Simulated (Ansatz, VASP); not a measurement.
# One calculation of CdS, two programs

```xyz
2
Lattice="0.0000 2.9392 2.9392 2.9392 0.0000 2.9392 2.9392 2.9392 0.0000" Properties=species:S:1:pos:R:3 pbc="T T T"
Cd    0.0000    0.0000    0.0000
S     1.4696    1.4696    1.4696
```

Alike in both runs: task single point; functional PBE-based global hybrid; k mesh 4 × 4 × 4; no spin polarisation.

|  | VASP | Ansatz |
| --- | --- | --- |
| version | VASP 6.6.1 | Ansatz 0.2.0 |
| potentials or method | VASP PAW PBE potentials, release 64 (Cd, S) | plane waves |
| plane-wave cutoff (eV) | 520 | 420 |
| occupations | gaussian, width 0.01 eV | fixed |
| valence electrons in the cell | 18 | 26 |

|  | VASP | Ansatz | Ansatz less VASP |
| --- | --- | --- | --- |
| gap on the k mesh at the Fermi level (eV) | 6.60 | 6.52 | -0.073 |
| pressure (GPa) | -1.9 | -1.8 | +0.09 |

VASP's potentials were made for PBE, not for PBE-based global hybrid. VASP's potentials hold 18 valence electrons a cell and Ansatz's 26, so a difference there can come from the potentials and not from the codes. Ansatz's warnings: stress exchange threshold loose, stress scf threshold loose.

The k mesh is coarse, so the values compare programs but aren't converged.
